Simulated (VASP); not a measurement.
Write the native input for VASP 6.6.1 that does the following.

```
Task                   : single point
Functional             : PBE
Potentials or basis    : VASP PAW PBE potentials, release 64 (Sn_d)
Cutoff                 : 520 eV
k mesh                 : 8 × 8 × 11
Occupations            : fermi-dirac, width 0.1 eV
Spin                   : no spin polarisation
Dipole correction      : no
Further INCAR settings : ALGO = Normal; EDIFF = 1e-06; NBANDS = 28
```

The structure of Sn lies in POSCAR:

```
Sn
1.0
    5.1838501502      0.0000000000      0.0000000000
   -2.5919250751      4.4893459195      0.0000000000
    0.0000000000      0.0000000000      3.1607588471
Sn
3
Direct
    0.0000000000      0.0000000000      0.0000000000
    0.3333333333      0.6666666667      0.5000000000
    0.6666666667      0.3333333333      0.5000000000
```

This isn't the form of Sn at room conditions, which is tetragonal (white tin).

These files were run (other wordings do the same):

INCAR

```
SYSTEM = Sn
PREC = Accurate
ENCUT = 520
EDIFF = 1E-6
ISMEAR = -1
SIGMA = 0.1
LREAL = .FALSE.
LASPH = .TRUE.
NELM = 60
ALGO = Normal
ISIF = 2
LWAVE = .FALSE.
LCHARG = .FALSE.
GGA = PE
NBANDS = 28
```

KPOINTS

```
regular mesh
0
G
  8 8 11
  0 0 0
```

Potentials or basis: VASP PAW PBE potentials, release 64 (Sn_d).

Launch:

```bash
$ cat potpaw_PBE.64/Sn_d/POTCAR > POTCAR
$ mpirun -np 1 vasp_std > vasp.out
```

Results of the run:

The pressure is 8.5 GPa and the band gap on the k mesh is zero (bands 21 and 22 overlap by 4.61 eV).

Caveat: the cell stands under pressure; spin-orbit coupling is left out, which moves the levels of the heavy elements.

Wall time 47 s on 1 thread of AMD EPYC 9R45 96-Core Processor (Zen 5), on a shared host, peak memory 0.21 GiB.
